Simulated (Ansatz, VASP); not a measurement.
## One calculation of Y, two programs

```
CELL_PARAMETERS angstrom
5.27964 0.00000 0.00000
-2.63982 4.57231 0.00000
0.00000 0.00000 3.23029
ATOMIC_POSITIONS crystal
Y 0.00000 0.00000 0.00000
Y 0.33333 0.66667 0.50000
Y 0.66667 0.33333 0.50000
```

Change from the starting cell: volume scaled by 0.8, LAPW.

Alike in both runs: task single point; functional PBE; k mesh 6 × 6 × 9; occupations fermi-dirac, width 0.08 eV; no spin polarisation.

|  | VASP | Ansatz |
| --- | --- | --- |
| version | VASP 6.6.1 | Ansatz 0.2.0 |
| potentials or method | VASP PAW PBE potentials, release 64 (Y_sv), cutoff 520 eV | all-electron LAPW, scalar-relativistic |

|  | VASP | Ansatz | Ansatz less VASP |
| --- | --- | --- | --- |
| pressure (GPa) | 12.0 | 12.2 | +0.22 |

Ansatz ran all-electron here, and VASP with PAW potentials.
